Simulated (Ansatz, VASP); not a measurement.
# One calculation of Tl, two programs

INCAR

```
SYSTEM = Tl
ALGO = Fast ; EDIFF = 1E-6
ENCUT = 520 ; GGA = PE
ISIF = 2 ; ISMEAR = 0
LASPH = .True. ; LCHARG = .True.
LELF = .True. ; LREAL = .False.
LVHAR = .True. ; LWAVE = .False.
NBANDS = 48 ; NELM = 80
PREC = Accurate ; SIGMA = 0.2
```

KPOINTS

```
k-points
0
Gamma
  6 4 4
  0 0 0
```

POSCAR

```
Tl
1.0
    0.0000000000      4.4383577652      0.0000000000
    0.0000000000      0.0000000000      6.3130653498
    8.8767155304      0.0000000000      0.0000000000
Tl
6
Direct
    1.0000000000      0.5000000000      0.5000000000
    0.0000000000      0.5000000000      0.0000000000
    0.5000000000      0.5000000000      0.2500000000
    0.5000000000      0.5000000000      0.7500000000
    0.5000000000      0.0000000000      0.2500000000
    0.5000000000      0.0000000000      0.7500000000
```

Input for Ansatz:

```yaml
crystal:
  lattice:
    - [0.0, 4.4383577652, 0.0]
    - [0.0, 0.0, 6.3130653498]
    - [8.8767155304, 0.0, 0.0]
  atoms:
    - { symbol: Tl, position: [1.0, 0.5, 0.5] }
    - { symbol: Tl, position: [0.0, 0.5, 0.0] }
    - { symbol: Tl, position: [0.5, 0.5, 0.25] }
    - { symbol: Tl, position: [0.5, 0.5, 0.75] }
    - { symbol: Tl, position: [0.5, 0.0, 0.25] }
    - { symbol: Tl, position: [0.5, 0.0, 0.75] }
basis:
  ecutwfc: 420
kpoints:
  mp_grid: { grid: [6, 4, 4] }
hamiltonian:
  xc: pbe
scf:
  occupations: { method: gaussian, width: 0.2 }
  lower_state_search: "off"
output:
  forces: true
  stress: true
  eigenvalues: true
```

Alike in both runs: task single point; functional PBE; k mesh 6 × 4 × 4; occupations gaussian, width 0.2 eV; no spin polarisation.

|  | VASP | Ansatz |
| --- | --- | --- |
| version | VASP 6.6.1 | Ansatz 0.2.0 |
| potentials or method | VASP PAW PBE potentials, release 64 (Tl_d), cutoff 520 eV | scalar-relativistic, plane waves, PAW |
| valence electrons in the cell | 78 | 78 |

VASP gave:

- gap on the k mesh at the Fermi level (eV): none
- pressure (GPa): 0.0
- traceless stress, the component that is largest in VASP (GPa): 0.19

Task: Which values does Ansatz return?

Result: gap on the k mesh at the Fermi level (eV): none; pressure (GPa): 0.1; traceless stress, the component that is largest in VASP (GPa): 0.19.

A gap of «none» marks a metal or a gap that the smearing closes. With one functional, cell and mesh, what is left measures potentials, basis and numerics.

Spin-orbit coupling is off throughout.
